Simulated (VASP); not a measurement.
# ZrHg (P4/mmm) in VASP: a series of runs

ZrHg is run at these levels: LDA; tasks: vibrations by perturbation theory.

Program: VASP 6.6.1. These are calculated values, not measurements. Logs are shortened: lines on timing, memory, paths and dates and some standing lists are left out, and cuts for length are marked.

## Step 1: The cell of the first run

The structure is tetragonal, space group P4/mmm (No. 123). The conventional cell has a = 3.085 Å, b = 3.085 Å, c = 4.197 Å, α = 90.00°, β = 90.00°, γ = 90.00°. Zr (site symmetry 4/mmm) has 8 Hg at 3.03 Å and 4 Zr at 3.08 Å within 4.0 Å. Within 4.0 Å of Hg (site symmetry 4/mmm) lie 8 Zr at 3.03 Å and 4 Hg at 3.08 Å.

## Step 2: Vibrations by perturbation theory, LDA

INCAR reads:

```
SYSTEM = ZrHg
ALGO = Fast
EDIFF = 1E-8
ENCUT = 520
IBRION = 8
ISIF = 2
ISMEAR = -1
LASPH = .True.
LCHARG = .True.
LREAL = .False.
LWAVE = .False.
NBANDS = 19
NELM = 60
NSW = 1
PREC = Accurate
SIGMA = 0.15
```

KPOINTS reads:

```
k-points
0
Gamma
  14 14 10
  0 0 0
```

POSCAR reads:

```
ZrHg
1.0
    3.0847426118      0.0000000000      0.0000000000
    0.0000000000      3.0847426118      0.0000000000
    0.0000000000      0.0000000000      4.1967569374
Zr Hg
1 1
Direct
    0.5000000000      0.5000000000      0.5000000000
    0.0000000000      0.0000000000      0.0000000000
```

Potentials or basis: VASP PAW LDA potentials, release 64 (Zr_sv, Hg).

Run with:

```
$ cat potpaw_LDA.64/Zr_sv/POTCAR potpaw_LDA.64/Hg/POTCAR > POTCAR
$ mpirun -np 1 vasp_std > vasp.out
```

OUTCAR:

```text
SYSTEM = ZrHg
   EDIFF = 1E-8
   ENCUT = 520
   IBRION = 8
   ISIF = 2
   ISMEAR = -1
   LASPH = .True.
   LREAL = .False.
   NELM = 60
   NSW = 1
   PREC = Accurate

 ion  position               nearest neighbor table
   1  0.500  0.500  0.500-   2 3.03   2 3.03   2 3.03   2 3.03   2 3.03   2 3.03   2 3.03   2 3.03

   2  0.000  0.000  0.000-   1 3.03   1 3.03   1 3.03   1 3.03   1 3.03   1 3.03   1 3.03   1 3.03

  LATTYP: Found a simple tetragonal cell.
 ALAT       =     3.0847426118
 C/A-ratio  =     1.3604885287

  Lattice vectors:

 A1 = (   3.0847426118,   0.0000000000,   0.0000000000)
 A2 = (   0.0000000000,   3.0847426118,   0.0000000000)
 A3 = (   0.0000000000,   0.0000000000,   4.1967569374)

Analysis of symmetry for initial positions (statically):
=====================================================================
 Subroutine PRICEL returns:
 Original cell was already a primitive cell.

 Routine SETGRP: Setting up the symmetry group for a
 simple tetragonal supercell.

 Subroutine GETGRP returns: Found 16 space group operations
 (whereof 16 operations were pure point group operations)
 out of a pool of 16 trial point group operations.

The static configuration has the point symmetry D_4h.

Analysis of symmetry for dynamics (positions and initial velocities):
=====================================================================
 Subroutine PRICEL returns:
 Original cell was already a primitive cell.

 Routine SETGRP: Setting up the symmetry group for a
 simple tetragonal supercell.

 Subroutine GETGRP returns: Found 16 space group operations
 (whereof 16 operations were pure point group operations)
 out of a pool of 16 trial point group operations.

The dynamic configuration has the point symmetry D_4h.

 Subroutine INISYM returns: Found 16 space group operations
 (whereof 16 operations are pure point group operations),
 and found     1 'primitive' translations

----------------------------------------------------------------------------------------

                                     Primitive cell

  volume of cell :      39.9348

  direct lattice vectors                    reciprocal lattice vectors
     3.084742612  0.000000000  0.000000000     0.324176155  0.000000000  0.000000000
     0.000000000  3.084742612  0.000000000     0.000000000  0.324176155  0.000000000
     0.000000000  0.000000000  4.196756937     0.000000000  0.000000000  0.238279227

  length of vectors
     3.084742612  3.084742612  4.196756937     0.324176155  0.324176155  0.238279227

  position of ions in fractional coordinates (direct lattice)
     0.500000000  0.500000000  0.500000000
     0.000000000  0.000000000  0.000000000

  ion indices of the primitive-cell ions
   primitive index   ion index
                 1           1
                 2           2

----------------------------------------------------------------------------------------

 KPOINTS: k-points

Automatic generation of k-mesh.
 Grid dimensions read from file:
 generate k-points for:   14   14   10

 Generating k-lattice:

  Cartesian coordinates                     Fractional coordinates (reciprocal lattice)
     0.023155440  0.000000000  0.000000000     0.071428571  0.000000000  0.000000000
[... 77 lines left out ...]
   IMIX   =      4    mixing-type and parameters
     AMIX     =   0.40;   BMIX     =  1.00
     AMIX_MAG =   1.60;   BMIX_MAG =  1.00
  volume/ion in A,a.u.               =      19.97       134.75
  Fermi-wavevector in a.u.,A,eV,Ry     =   1.381533  2.610719 25.968545  1.908634
  Thomas-Fermi vector in A             =   2.506309
   LORBIT       =      0    0 simple, 1 ext, 2 COOP (PROOUT), +10 PAW based schemes
   GGA     = CA    functional components
   LHFCALC =     F    Hartree Fock is set to
   AEXX    =    0.0000 exact exchange contribution
   IVDW    =     0    specifies the selected vdW correction
   LEPSILON=     F    determine dielectric tensor
   LRPA    =     F    only Hartree local field effects (RPA)
 non-spin polarized calculation
 RMM-DIIS sequential band-by-band and
  energy-cutoff  :      520.00
  volume of cell :       39.93
 maximum number of plane-waves:      1096
 NGX is ok and might be reduce to    24
   NGX = 11   NGY = 11   NGZ = 15

--------------------------------------- Ionic step        1  -------------------------------------------

 number of electron      23.9999997 magnetization

 Free energy of the ion-electron system (eV)
  ---------------------------------------------------
  ext. energy  EPLUGINS =         0.00000000
  ---------------------------------------------------
  free energy    TOTEN  =       -11.01793107 eV

  energy without entropy =      -10.88410586  energy(sigma->0) =      -10.95101847

 E-fermi :   7.4351     XC(G=0): -12.0834

 val. band max:        7.4335595347   @ k =   0.5000   0.0000   0.5000
 cond. band min:       7.4397232896   @ k =   0.4286   0.1429   0.1000
 fundamental gap:      0.0061637549
 Fermi energy:         7.4350643925

 k-point     1 :       0.0000    0.0000    0.0000
  band No.  band energies     occupation
      1     -41.1428      2.00000
      2     -19.4546      2.00000
      3     -18.9189      2.00000
      4     -18.9189      2.00000
      5      -1.7519      2.00000
      6      -1.0964      2.00000
[... 505 lines left out ...]
      6      -0.4127      2.00000
[... 11 lines left out ...]
     18      15.9852      0.00000
     19      17.8775      0.00000

 [... further k-points ...]

------------------------ aborting loop because EDIFF is reached ----------------------------------------

  FORCE on cell =-STRESS in cart. coord.  units (eV):
  Direction    XX          YY          ZZ          XY          YZ          ZX
  --------------------------------------------------------------------------------------
  -------------------------------------------------------------------------------------
  Total        0.1973940      0.1973940      0.2287807      0.0000000      0.0000000      0.0000000
  in kB        7.9194097      7.9194097      9.1786374      0.0000000      0.0000000      0.0000000
  external PRESSURE =       8.3391522 kB  Pullay stress =       0.0000000 kB

 VOLUME and BASIS-vectors are now :
 -----------------------------------------------------------------------------
  energy-cutoff  :      520.00
  volume of cell :       39.93
      direct lattice vectors                 reciprocal lattice vectors
     3.084742612  0.000000000  0.000000000     0.324176155  0.000000000  0.000000000
     0.000000000  3.084742612  0.000000000     0.000000000  0.324176155  0.000000000
     0.000000000  0.000000000  4.196756937     0.000000000  0.000000000  0.238279227

 POSITION                                       TOTAL-FORCE (eV/Angst)
 -----------------------------------------------------------------------------------
      1.54237      1.54237      2.09838         0.000000      0.000000      0.000000
      0.00000      0.00000      0.00000         0.000000      0.000000      0.000000
 -----------------------------------------------------------------------------------
    total drift:                                0.000000      0.000000     -0.000000

  FREE ENERGIE OF THE ION-ELECTRON SYSTEM (eV)
  ---------------------------------------------------
  free  energy   TOTEN  =       -11.0179310708 eV

  energy  without entropy=      -10.8841058644  energy(sigma->0) =      -10.95101847

[... ionic steps 2 to 3 ...]

--------------------------------------- Ionic step        4  -------------------------------------------

------------------------ aborting loop because EDIFF is reached ----------------------------------------
[... 11 lines left out ...]
[... ionic steps 8 to 8 ...]

--------------------------------------- Ionic step        9  -------------------------------------------

 Free energy of the ion-electron system (eV)
  ---------------------------------------------------
  ---------------------------------------------------
  free energy    TOTEN  =        -0.38143027 eV

  energy without entropy =       -0.38143027

------------------------ aborting loop because EDIFF is reached ----------------------------------------

 INTERNAL STRAIN TENSOR  FOR ION    2  DIRECTION 3   (eV/Angst):
 -----------------------------------------------------------------------------
    -0.02973 -0.00000  0.00000
     0.00000 -0.02973 -0.00000
     0.00000 -0.00000  0.02074

 INTERNAL STRAIN TENSOR FOR ION    2 for displacements in x,y,z  (eV/Angst):
          X           Y           Z          XY          YZ          ZX
  --------------------------------------------------------------------------------
  x     0.00000     0.00000     0.00000     0.00000     0.00000     0.00000
  y     0.00000     0.00000     0.00000     0.00000     0.00000     0.00000
  z     0.00000     0.00000     0.00000     0.00000     0.00000     0.00000

 SECOND DERIVATIVES (NOT SYMMETRIZED)
 ------------------------------------
               1X          1Y          1Z          2X          2Y          2Z
  1X    -3.284719    0.000000    0.000000    3.284719    0.000000    0.000000
  1Y     0.000000   -3.284719    0.000000    0.000000    3.284719    0.000000
  1Z     0.000000    0.000000   -6.185507    0.000000   -0.000000    6.185507
  2X     3.279466    0.000000    0.000000   -3.279466    0.000000    0.000000
  2Y     0.000000    3.279466    0.000000    0.000000   -3.279466    0.000000
  2Z     0.000000    0.000000    6.171924    0.000000   -0.000000   -6.171924

 Eigenvectors and eigenvalues of the dynamical matrix
 ----------------------------------------------------

   1 f  =    4.908323 THz    30.839906 2PiTHz  163.724046 cm-1    20.299185 meV
             X         Y         Z           dx          dy          dz
      1.542371  1.542371  2.098378     0.000000   -0.000000   -0.829374
      0.000000  0.000000  0.000000     0.000000    0.000000    0.558693
[... 21 lines left out ...]
   6 f/i=    0.002500 THz     0.015707 2PiTHz    0.083386 cm-1     0.010339 meV
             X         Y         Z           dx          dy          dz
      1.542371  1.542371  2.098378     0.000000   -0.000000   -0.558693
      0.000000  0.000000  0.000000     0.000000    0.000000   -0.829374

--------------------------------------------------------------------------------------------------------

 ELASTIC MODULI CONTR FROM IONIC RELAXATION (kBar)
 Direction    XX          YY          ZZ          XY          YZ          ZX
 --------------------------------------------------------------------------------
 XX           0.0000      0.0000      0.0000      0.0000      0.0000      0.0000
 YY           0.0000      0.0000      0.0000      0.0000      0.0000      0.0000
 ZZ           0.0000      0.0000      0.0000      0.0000      0.0000      0.0000
 XY           0.0000      0.0000      0.0000      0.0000      0.0000      0.0000
 YZ           0.0000      0.0000      0.0000      0.0000      0.0000      0.0000
 ZX           0.0000      0.0000      0.0000      0.0000      0.0000      0.0000
 --------------------------------------------------------------------------------
```

Run time: 18 min. Hardware: 1 thread of Intel Xeon Platinum 8488C (Sapphire Rapids), shared host; peak memory 0.67 GiB.

Results:

```yaml
Highest_phonon_frequency_at_Γ_LO-TO_splitting_left_out: 164 cm⁻¹
```

Phonon frequencies in cm⁻¹ (negative: imaginary):
| q point | frequencies |
| --- | --- |
| (0.000, 0.000, 0.000) | 0 0 0 119 119 164 |

Caveat: spin-orbit coupling is left out, which moves the levels of the heavy elements.

## Step 3: Vibrations by perturbation theory, LDA (phonons at volume x 1.02)

INCAR reads:

```
PREC = Accurate
ENCUT = 520
EDIFF = 1E-8
ISMEAR = -1
SIGMA = 0.15
LREAL = False
LASPH = True
NELM = 60
ALGO = Normal
ISIF = 2
LWAVE = False
LCHARG = False
GGA = CA
IBRION = 8
NSW = 1
```

KPOINTS reads:

```
regular mesh
0
Gamma
  14 14 10
```

POSCAR reads:

```
ZrHg
1.0
    3.1103483541      0.0000000000      0.0000000000
    0.0000000000      3.1103483541      0.0000000000
    0.0000000000      0.0000000000      4.2105011485
Zr Hg
1 1
Direct
    0.5000000000      0.5000000000      0.5000000000
    0.0000000000      0.0000000000      0.0000000000
```

Potentials or basis: VASP PAW LDA potentials, release 64 (Zr_sv, Hg).

Run with:

```
$ cat potpaw_LDA.64/Zr_sv/POTCAR potpaw_LDA.64/Hg/POTCAR > POTCAR
$ mpirun -np 1 vasp_std > vasp.out
```

OUTCAR:

```text
PREC = Accurate
   ENCUT = 520
   EDIFF = 1E-8
   ISMEAR = -1
   LREAL = False
   LASPH = True
   NELM = 60
   ISIF = 2
   GGA = CA
   IBRION = 8
   NSW = 1

 ion  position               nearest neighbor table
   1  0.500  0.500  0.500-   2 3.04   2 3.04   2 3.04   2 3.04   2 3.04   2 3.04   2 3.04   2 3.04

   2  0.000  0.000  0.000-   1 3.04   1 3.04   1 3.04   1 3.04   1 3.04   1 3.04   1 3.04   1 3.04

  LATTYP: Found a simple tetragonal cell.
 ALAT       =     3.1103483541
 C/A-ratio  =     1.3537072601

  Lattice vectors:
[... 722 lines left out ...]
               1X          1Y          1Z          2X          2Y          2Z
  1X    -3.012184    0.000000    0.000000    3.012184    0.000000    0.000000
  1Y     0.000000   -3.012184    0.000000    0.000000    3.012184    0.000000
  1Z     0.000000    0.000000   -5.584760    0.000000    0.000000    5.584760
  2X     2.993920    0.000000    0.000000   -2.993920    0.000000    0.000000
  2Y     0.000000    2.993920    0.000000    0.000000   -2.993920    0.000000
  2Z     0.000000   -0.000000    5.586555   -0.000000    0.000000   -5.586555

 Eigenvectors and eigenvalues of the dynamical matrix
 ----------------------------------------------------

   1 f  =    4.665720 THz    29.315583 2PiTHz  155.631667 cm-1    19.295859 meV
             X         Y         Z           dx          dy          dz
      1.555174  1.555174  2.105251    -0.000000   -0.000000   -0.829048
      0.000000  0.000000  0.000000     0.000000    0.000000    0.559177
[... 21 lines left out ...]
   6 f/i=    0.004820 THz     0.030285 2PiTHz    0.160779 cm-1     0.019934 meV
             X         Y         Z           dx          dy          dz
      1.555174  1.555174  2.105251    -0.000000   -0.557947   -0.000000
      0.000000  0.000000  0.000000     0.000000   -0.829876   -0.000000

--------------------------------------------------------------------------------------------------------

 ELASTIC MODULI CONTR FROM IONIC RELAXATION (kBar)
 Direction    XX          YY          ZZ          XY          YZ          ZX
 --------------------------------------------------------------------------------
 XX           0.0000      0.0000      0.0000      0.0000      0.0000      0.0000
 YY           0.0000      0.0000      0.0000      0.0000      0.0000      0.0000
 ZZ           0.0000      0.0000      0.0000      0.0000      0.0000      0.0000
 XY           0.0000      0.0000      0.0000      0.0000      0.0000      0.0000
 YZ           0.0000      0.0000      0.0000      0.0000      0.0000      0.0000
 ZX           0.0000      0.0000      0.0000      0.0000      0.0000      0.0000
 --------------------------------------------------------------------------------
```

OSZICAR:

```text
N       E                     dE             d eps       ncg     rms          rms(c)
DAV:   1     0.202541014368E+03    0.20254E+03   -0.13569E+04  7000   0.151E+03
DAV:   2    -0.283468762265E+01   -0.20538E+03   -0.20221E+03  8456   0.406E+02
DAV:   3    -0.115589302387E+02   -0.87242E+01   -0.86524E+01 11936   0.746E+01
DAV:   4    -0.117177669132E+02   -0.15884E+00   -0.15872E+00  7776   0.763E+00
[... 94 lines left out ...]
RMM:  11    -0.381305241851E+00    0.23197E-06   -0.17714E-07 14629   0.234E-04    0.462E-06
RMM:  12    -0.381305229390E+00    0.12461E-07   -0.70757E-08 15544   0.118E-04    0.365E-06
RMM:  13    -0.381305199668E+00    0.29723E-07   -0.51514E-08 14878   0.686E-05    0.332E-06
RMM:  14    -0.381305184037E+00    0.15631E-07   -0.20500E-08 14107   0.434E-05    0.171E-06
RMM:  15    -0.381305180586E+00    0.34503E-08   -0.16128E-08 13807   0.300E-05    0.756E-07
 Linear response finished
```

Run time: 13 min. Hardware: 1 thread of Intel Xeon Platinum 8488C (Sapphire Rapids), shared host; peak memory 0.62 GiB.

What came out:

```yaml
Highest_phonon_frequency_at_Γ_LO-TO_splitting_left_out: 156 cm⁻¹
```

Phonon frequencies in cm⁻¹ (negative: imaginary):
```tsv
q point	frequencies
(0.000, 0.000, 0.000)	0 0 0 114 114 156
```

Caveat: the cell differs from its parent crystal (phonons at volume x 1.02); the cell wasn't relaxed at this level first, which shifts response properties; spin-orbit coupling is left out, which moves the levels of the heavy elements.
